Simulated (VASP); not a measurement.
Mg: single point with PBE

The system is Mg.

```xyz
1
Lattice="-1.8360 1.8360 1.6794 1.8360 -1.8360 1.6794 1.8360 1.8360 -1.6794" Properties=species:S:1:pos:R:3 pbc="T T T"
Mg    0.0000    0.0000    0.0000
```

```
Program                : VASP 6.6.1
Task                   : single point
Functional             : PBE
Potentials or basis    : VASP PAW PBE potentials, release 64 (Mg)
Cutoff                 : 520 eV
k mesh                 : 14 × 14 × 14
Occupations            : gaussian, width 0.05 eV
Spin                   : no spin polarisation
Dipole correction      : no
Further INCAR settings : ALGO = Normal; EDIFF = 1e-07; NBANDS = 7
```

```
Pressure               : 0.4 GPa
Band gap on the k mesh : zero (band 1 reaches 5.94 eV, above the bottom of band 2 at 1.40 eV)
```

Stress tensor (GPa, compression positive):
```
0.25 0.00 0.00
0.00 0.25 0.00
0.00 0.00 0.63
```

Levels at points of the mesh, in eV from the Fermi level:
| k point | band 1 | band 2 | band 3 | band 4 |
| --- | --- | --- | --- | --- |
| (0.00, 0.00, 0.00) | -6.99 | 11.98 | 13.84 | 13.84 |
| (0.50, 0.00, 0.00) | -1.34 | -0.65 | 8.22 | 9.01 |
| (0.50, 0.50, 0.00) | -1.74 | -1.31 | 9.84 | 10.55 |
| (0.50, 0.50, 0.50) | 3.24 | 3.24 | 3.61 | 4.18 |

Run time: 31 s on 1 thread of AMD EPYC 7R43 64-Core Processor (Zen 3), on a shared host, peak memory 0.13 GiB.
